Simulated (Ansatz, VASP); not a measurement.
Ag in VASP and in Ansatz

```xyz
1
Lattice="-1.5729 1.5729 1.6557 1.5729 -1.5729 1.6557 1.5729 1.5729 -1.6557" Properties=species:S:1:pos:R:3 pbc="T T T"
Ag    0.0000    0.0000    0.0000
```

Change from the starting cell: strain -0.0500 x Voigt [1, 1, 0, 0, 0, 0], atoms carried along.

Alike in both runs: task single point; functional r2SCAN; k mesh 20 × 20 × 20; occupations gaussian, width 0.15 eV; no spin polarisation.

```csv
,VASP,Ansatz
version,VASP 6.6.1,Ansatz 0.2.0
potentials or method,"VASP PAW PBE potentials, release 64 (Ag), cutoff 520 eV","scalar-relativistic, plane waves, PAW"
valence electrons in the cell,11,19
```

Ansatz gave:

* gap on the k mesh at the Fermi level (eV): none
* pressure (GPa): 7.3
* traceless stress, the component that is largest in VASP (GPa): 0.70

Q: Which values does VASP return?

A: gap on the k mesh at the Fermi level (eV): none; pressure (GPa): 7.6; traceless stress, the component that is largest in VASP (GPa): 0.71.

VASP's potentials were made for PBE, not for r2SCAN. A gap of «none» marks a metal or a gap that the smearing closes. VASP's potentials hold 11 valence electrons a cell and Ansatz's 19, so a difference there can come from the potentials and not from the codes.
